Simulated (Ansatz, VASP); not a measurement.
# HfO2 in VASP and in Ansatz

```
Hf O
1.0
    -0.26999    2.42988    2.42988
     2.42988   -0.26999    2.42988
     2.42988    2.42988   -0.26999
Hf O
1 2
Direct
  0.00000 0.00000 0.00000
  0.25000 0.25000 0.25000
  0.75000 0.75000 0.75000
```

Alike in both runs: task single point; functional PBE; k mesh 8 × 8 × 8; occupations gaussian, width 0.05 eV; no spin polarisation.

|  | VASP | Ansatz |
| --- | --- | --- |
| version | VASP 6.6.1 | Ansatz 0.2.0 |
| potentials or method | VASP PAW PBE potentials, release 64 (Hf_pv, O), cutoff 520 eV | scalar-relativistic, plane waves, PAW |
| valence electrons in the cell | 22 | 38 |

Ansatz gave:

| Quantity | Value |
| --- | --- |
| gap on the k mesh at the Fermi level (eV) | 3.97 |
| least direct gap on the mesh (eV) | 3.97 |
| pressure (GPa) | 6.8 |
| traceless stress, the component that is largest in VASP (GPa) | 15.81 |
| rms of the force components (eV/Å) | 1.095 |

**Question.** Estimate VASP's values.

**Answer.** gap on the k mesh at the Fermi level (eV): 3.99; least direct gap on the mesh (eV): 3.99; pressure (GPa): 3.5; traceless stress, the component that is largest in VASP (GPa): 15.39; rms of the force components (eV/Å): 1.048.

Atom by atom the forces differ by 0.047 eV/Å (rms over components). VASP's potentials hold 22 valence electrons a cell and Ansatz's 38, so a difference there can come from the potentials and not from the codes.

Spin-orbit coupling is off throughout.
